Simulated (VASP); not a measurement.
# Ga (Im-3m) in VASP: single point with PBEsol

Aim: the single point of Ga with PBEsol.

Program: VASP 6.6.1. These are calculated values, not measurements. Logs are shortened: lines on timing, memory, paths and dates and some standing lists are left out, and cuts for length are marked.

## (1) The cell of the first run

It takes space group Im-3m (No. 229, cubic). The conventional cell has a = 3.309 Å, b = 3.309 Å, c = 3.309 Å, α = 90.00°, β = 90.00°, γ = 90.00°. Ga (site symmetry m-3m) has 14 Ga at 2.87 to 3.31 Å within 3.8 Å.

## (2) Single point, PBEsol

File INCAR:

```
SYSTEM = Ga
ALGO = Normal
EDIFF = 1E-6
ENCUT = 520
GGA = PS
ISIF = 2
ISMEAR = -1
LASPH = .TRUE.
LCHARG = .FALSE.
LREAL = .FALSE.
LWAVE = .FALSE.
NBANDS = 12
NELM = 80
PREC = Accurate
SIGMA = 0.13605693000000002
```

File KPOINTS:

```
k-points
0
G
  14 14 14
  0 0 0
```

File POSCAR:

```
Ga
1.0
   -1.6546243097      1.6546243097      1.6546243097
    1.6546243097     -1.6546243097      1.6546243097
    1.6546243097      1.6546243097     -1.6546243097
Ga
1
Direct
    0.0000000000      0.0000000000      0.0000000000
```

Potentials or basis: VASP PAW PBE potentials, release 64 (Ga_d).

Command:

```
> cat potpaw_PBE.64/Ga_d/POTCAR > POTCAR
> mpirun -np 1 vasp_std > vasp.out
```

OUTCAR:

```text
SYSTEM = Ga
   EDIFF = 1E-6
   ENCUT = 520
   GGA = PS
   ISIF = 2
   ISMEAR = -1
   LASPH = .TRUE.
   LREAL = .FALSE.
   NELM = 80
   PREC = Accurate

 ion  position               nearest neighbor table
   1  0.000  0.000  0.000-

  LATTYP: Found a body centered cubic cell.
 ALAT       =     3.3092486194

  Lattice vectors:

 A1 = (  -1.6546243097,   1.6546243097,   1.6546243097)
 A2 = (   1.6546243097,  -1.6546243097,   1.6546243097)
 A3 = (   1.6546243097,   1.6546243097,  -1.6546243097)

Analysis of symmetry for initial positions (statically):
=====================================================================
 Subroutine PRICEL returns:
 Original cell was already a primitive cell.

 Routine SETGRP: Setting up the symmetry group for a
 body centered cubic supercell.

 Subroutine GETGRP returns: Found 48 space group operations
 (whereof 48 operations were pure point group operations)
 out of a pool of 48 trial point group operations.

The static configuration has the point symmetry O_h .

Analysis of symmetry for dynamics (positions and initial velocities):
=====================================================================
 Subroutine PRICEL returns:
 Original cell was already a primitive cell.

 Routine SETGRP: Setting up the symmetry group for a
 body centered cubic supercell.

 Subroutine GETGRP returns: Found 48 space group operations
 (whereof 48 operations were pure point group operations)
 out of a pool of 48 trial point group operations.

The dynamic configuration has the point symmetry O_h .

 Subroutine INISYM returns: Found 48 space group operations
 (whereof 48 operations are pure point group operations),
 and found     1 'primitive' translations

----------------------------------------------------------------------------------------

                                     Primitive cell

  volume of cell :      18.1200

  direct lattice vectors                    reciprocal lattice vectors
    -1.654624310  1.654624310  1.654624310     0.000000000  0.302183400  0.302183400
     1.654624310 -1.654624310  1.654624310     0.302183400  0.000000000  0.302183400
     1.654624310  1.654624310 -1.654624310     0.302183400  0.302183400  0.000000000

  length of vectors
     2.865893372  2.865893372  2.865893372     0.427351863  0.427351863  0.427351863

  position of ions in fractional coordinates (direct lattice)
     0.000000000  0.000000000  0.000000000

  ion indices of the primitive-cell ions
   primitive index   ion index
                 1           1

----------------------------------------------------------------------------------------

 KPOINTS: k-points

Automatic generation of k-mesh.
 Grid dimensions read from file:
 generate k-points for:   14   14   14

 Generating k-lattice:

  Cartesian coordinates                     Fractional coordinates (reciprocal lattice)
     0.000000000  0.021584529  0.021584529     0.071428571  0.000000000  0.000000000
     0.021584529  0.000000000  0.021584529     0.000000000  0.071428571  0.000000000
     0.021584529  0.021584529  0.000000000     0.000000000  0.000000000  0.071428571

  Length of vectors
     0.030525133  0.030525133  0.030525133

  Shift w.r.t. Gamma in fractional coordinates (k-lattice)
     0.000000000  0.000000000  0.000000000

 Subroutine IBZKPT returns following result:
 ===========================================

 Found    104 irreducible k-points:

 Following reciprocal coordinates:
            Coordinates               Weight
  0.000000  0.000000  0.000000      1.000000
  0.071429  0.000000  0.000000     12.000000
  0.142857  0.000000  0.000000     12.000000
  0.214286  0.000000  0.000000     12.000000
  0.285714  0.000000  0.000000     12.000000
  0.357143  0.000000  0.000000     12.000000
[... 16 lines left out ...]
  0.285714  0.285714  0.000000     24.000000
  0.357143  0.285714 -0.000000     24.000000
 [... further k-points ...]
   k-points           NKPTS =    104   k-points in BZ     NKDIM =    104   number of bands    NBANDS=     12
   number of dos      NEDOS =    301   number of ions     NIONS =      1
   total plane-waves  NPLWV =  13824
   dimension x,y,z NGX =    24 NGY =   24 NGZ =   24
   dimension x,y,z NGXF=    48 NGYF=   48 NGZF=   48
   ions per type =               1
   NGX,Y,Z   is equivalent  to a cutoff of  13.92, 13.92, 13.92 a.u.
   NGXF,Y,Z  is equivalent  to a cutoff of  27.84, 27.84, 27.84 a.u.
 SYSTEM =  Ga
   PREC   = accura    normal or accurate (medium, high low for compatibility)
   ISTART =      0    job   : 0-new  1-cont  2-samecut
   ICHARG =      2    charge: 1-file 2-atom 10-const
   ISPIN  =      1    spin polarized calculation?
   LNONCOLLINEAR =      F non collinear calculations
   LSORBIT =      F    spin-orbit coupling
   LASPH  =      T    aspherical Exc in radial PAW
   ENCUT  =  520.0 eV  38.22 Ry    6.18 a.u.   5.33  5.33  5.33*2*pi/ulx,y,z
   NELM   =     80;   NELMIN=  2; NELMDL= -5     # of ELM steps
   EDIFF  = 0.1E-05   stopping-criterion for ELM
   LREAL  =      F    real-space projection
   EDIFFG = 0.1E-04   stopping-criterion for IOM
   NSW    =      0    number of steps for IOM
   IBRION =     -1    ionic relax: 0-MD 1-quasi-New 2-CG
   NFREE  =      0    steps in history (QN), initial steepest desc. (CG)
   ISIF   =      2    stress and relaxation
   ISYM   =      2    0-nonsym 1-usesym 2-fastsym
   POTIM  = 0.5000    time-step for ionic-motion
   TEBEG  =    0.0;   TEEND  =   0.0 temperature during run
   PSTRESS=    0.0 pullay stress
   NELECT =      13.0000    total number of electrons
   NUPDOWN=      -1.0000    fix difference up-down
   EMIN   =  10.00;   EMAX   =-10.00  energy-range for DOS
   EFERMI =   0.00;   METHOD = LEGACY
   ISMEAR =    -1;   SIGMA  =   0.14  broadening in eV -4-tet -1-fermi 0-gaus
   EFERMI_NEDOS =   21; number of points for ismear=-14 and -15
   IALGO  =     38    algorithm
   IMIX   =      4    mixing-type and parameters
     AMIX     =   0.40;   BMIX     =  1.00
     AMIX_MAG =   1.60;   BMIX_MAG =  1.00
  volume/ion in A,a.u.               =      18.12       122.28
  Fermi-wavevector in a.u.,A,eV,Ry     =   1.465559  2.769504 29.223441  2.147862
  Thomas-Fermi vector in A             =   2.581401
   LORBIT       =      0    0 simple, 1 ext, 2 COOP (PROOUT), +10 PAW based schemes
   GGA     = PS    functional components
   LHFCALC =     F    Hartree Fock is set to
   AEXX    =    0.0000 exact exchange contribution
   IVDW    =     0    specifies the selected vdW correction
   LEPSILON=     F    determine dielectric tensor
   LRPA    =     F    only Hartree local field effects (RPA)
 non-spin polarized calculation
  energy-cutoff  :      520.00
  volume of cell :       18.12
 maximum number of plane-waves:       498
 NGX is ok and might be reduce to    24
   NGX = 11   NGY = 11   NGZ = 11

 number of electron      13.0000008 magnetization

 Free energy of the ion-electron system (eV)
  ---------------------------------------------------
  ext. energy  EPLUGINS =         0.00000000
  ---------------------------------------------------
  free energy    TOTEN  =        -3.32661611 eV

  energy without entropy =       -3.30241630  energy(sigma->0) =       -3.31451621

 E-fermi :   5.7709     XC(G=0): -11.3575

 val. band max:        5.5474867117   @ k =   0.2857   0.1429   0.0714
 cond. band min:       5.7737485700   @ k =  -0.4286  -0.4286   0.2857
 fundamental gap:      0.2262618582
 Fermi energy:         5.7708988699

 k-point     1 :       0.0000    0.0000    0.0000
  band No.  band energies     occupation
      1      -9.1219      2.00000
      2      -9.1219      2.00000
      3      -9.1219      2.00000
      4      -8.9138      2.00000
      5      -8.9138      2.00000
      6      -5.5773      2.00000
      7      18.8367      0.00000
      8      18.8367      0.00000
      9      18.8367      0.00000
     10      23.3726      0.00000
     11      23.3726      0.00000
     12      23.3726      0.00000

 k-point     2 :       0.0714    0.0000    0.0000
  band No.  band energies     occupation
      1      -9.1266      2.00000
      2      -9.1187      2.00000
      3      -9.1058      2.00000
      4      -8.9186      2.00000
      5      -8.9138      2.00000
      6      -5.4344      2.00000
      7      17.4961      0.00000
      8      18.1309      0.00000
      9      18.5815      0.00000
     10      21.7247      0.00000
     11      21.8960      0.00000
     12      23.1442      0.00000

 k-point     3 :       0.1429    0.0000    0.0000
  band No.  band energies     occupation
      1      -9.1398      2.00000
      2      -9.1134      2.00000
      3      -9.0605      2.00000
      4      -8.9304      2.00000
      5      -8.9137      2.00000
      6      -5.0027      2.00000
      7      14.7084      0.00000
      8      16.8202      0.00000
      9      17.8913      0.00000
     10      20.4708      0.00000
     11      20.5208      0.00000
     12      22.9639      0.00000

 k-point     4 :       0.2143    0.0000    0.0000
  band No.  band energies     occupation
      1      -9.1590      2.00000
      2      -9.1164      2.00000
      3      -8.9940      2.00000
      4      -8.9412      2.00000
      5      -8.9135      2.00000
      6      -4.2771      2.00000
      7      11.7089      0.00000
      8      15.5440      0.00000
      9      17.0212      0.00000
     10      19.4059      0.00000
     11      19.5325      0.00000
     12      23.4034      0.00000

 k-point     5 :       0.2857    0.0000    0.0000
  band No.  band energies     occupation
      1      -9.1802      2.00000
      2      -9.1352      2.00000
      3      -8.9423      2.00000
      4      -8.9190      2.00000
      5      -8.9129      2.00000
      6      -3.2552      2.00000
      7       8.8322      0.00000
      8      14.4768      0.00000
      9      16.2107      0.00000
     10      18.5472      0.00000
     11      18.8167      0.00000
     12      24.2859      0.00000

 k-point     6 :       0.3571    0.0000    0.0000
  band No.  band energies     occupation
      1      -9.1993      2.00000
      2      -9.1630      2.00000
      3      -8.9353      2.00000
      4      -8.9123      2.00000
      5      -8.8500      2.00000
      6      -1.9401      2.00000
      7       6.1674      0.10293
      8      13.6821      0.00000
      9      15.5820      0.00000
     10      17.9389      0.00000
     11      18.3117      0.00000
     12      25.4886      0.00000

 k-point     7 :       0.4286    0.0000    0.0000
  band No.  band energies     occupation
      1      -9.2125      2.00000
      2      -9.1864      2.00000
      3      -8.9277      2.00000
      4      -8.9117      2.00000
      5      -8.8016      2.00000
      6      -0.3420      2.00000
      7       3.7528      2.00000
      8      13.1930      0.00000
      9      15.1895      0.00000
     10      17.5761      0.00000
     11      18.0119      0.00000
     12      26.8637      0.00000

 k-point     8 :       0.5000    0.0000    0.0000
  band No.  band energies     occupation
      1      -9.2172      2.00000
      2      -9.1953      2.00000
      3      -8.9247      2.00000
      4      -8.9115      2.00000
      5      -8.7842      2.00000
      6       1.2809      2.00000
      7       1.8569      2.00000
      8      13.0280      0.00000
      9      15.0564      0.00000
     10      17.4556      0.00000
     11      17.9126      0.00000
     12      27.7408      0.00000
[... 166 lines left out ...]
 k-point    20 :       0.2143    0.2143    0.0000
  band No.  band energies     occupation
      1      -9.1795      2.00000
      2      -9.1088      2.00000
      3      -8.9482      2.00000
      4      -8.9426      2.00000
      5      -8.8772      2.00000
      6      -1.6503      2.00000
      7       7.8562      0.00000
      8       9.0293      0.00000
      9      14.1585      0.00000
     10      20.6992      0.00000
     11      21.1681      0.00000
     12      25.9480      0.00000

 k-point    21 :       0.2857    0.2143   -0.0000
  band No.  band energies     occupation
      1      -9.1878      2.00000
      2      -9.1033      2.00000
      3      -8.9516      2.00000
      4      -8.9362      2.00000
      5      -8.8594      2.00000
      6      -0.2051      2.00000
      7       5.7782      0.97324
      8       8.0247      0.00000
      9      13.6466      0.00000
     10      20.4716      0.00000
     11      22.2166      0.00000
     12      26.1471      0.00000

 k-point    22 :       0.3571    0.2143   -0.0000
  band No.  band energies     occupation
      1      -9.1926      2.00000
      2      -9.1028      2.00000
      3      -8.9571      2.00000
      4      -8.9244      2.00000
      5      -8.8515      2.00000
      6       1.4720      2.00000
      7       3.6322      2.00000
      8       7.6668      0.00000
      9      13.3854      0.00000
     10      20.2616      0.00000
     11      23.6024      0.00000
     12      25.5425      0.00000

 k-point    23 :       0.2857    0.2857    0.0000
  band No.  band energies     occupation
      1      -9.1885      2.00000
      2      -9.0706      2.00000
      3      -8.9785      2.00000
      4      -8.9219      2.00000
      5      -8.8683      2.00000
      6       1.3427      2.00000
      7       5.0249      1.99172
      8       6.0149      0.28523
      9      13.2781      0.00000
     10      21.6057      0.00000
     11      22.2015      0.00000
     12      25.6304      0.00000

 k-point    24 :       0.3571    0.2857   -0.0000
  band No.  band energies     occupation
      1      -9.1886      2.00000
      2      -9.0521      2.00000
      3      -8.9954      2.00000
      4      -8.9091      2.00000
      5      -8.8790      2.00000
      6       2.7049      2.00000
      7       3.7594      2.00000
      8       5.5097      1.74420
      9      13.1535      0.00000
     10      21.7122      0.00000
     11      23.3799      0.00000
     12      24.0016      0.00000

 [... further k-points ...]
[... 5 lines left out ...]
  --------------------------------------------------------------------------------------
  -------------------------------------------------------------------------------------
  Total       -0.0658874     -0.0658874     -0.0658874      0.0000000     -0.0000000      0.0000000
  in kB       -5.8257877     -5.8257877     -5.8257877      0.0000000     -0.0000000      0.0000000
  external PRESSURE =      -5.8257877 kB  Pullay stress =       0.0000000 kB

 VOLUME and BASIS-vectors are now :
 -----------------------------------------------------------------------------
  energy-cutoff  :      520.00
  volume of cell :       18.12
      direct lattice vectors                 reciprocal lattice vectors
    -1.654624310  1.654624310  1.654624310     0.000000000  0.302183400  0.302183400
     1.654624310 -1.654624310  1.654624310     0.302183400  0.000000000  0.302183400
     1.654624310  1.654624310 -1.654624310     0.302183400  0.302183400  0.000000000

 POSITION                                       TOTAL-FORCE (eV/Angst)
 -----------------------------------------------------------------------------------
      0.00000      0.00000      0.00000        -0.000000      0.000000      0.000000
 -----------------------------------------------------------------------------------
    total drift:                               -0.000000      0.000000      0.000000

  FREE ENERGIE OF THE ION-ELECTRON SYSTEM (eV)
  ---------------------------------------------------
  free  energy   TOTEN  =        -3.3266161137 eV

  energy  without entropy=       -3.3024163010  energy(sigma->0) =       -3.31451621
```

It took 5.2 s on 1 thread of Intel Xeon 6975P-C (Granite Rapids), shared host; peak memory 0.14 GiB.

What came out:

```
Free energy : -3.3266 eV
Pressure    : -0.6 GPa
```

Caveat: the PAW data sets were made with another functional, which shifts forces and pressure a little.
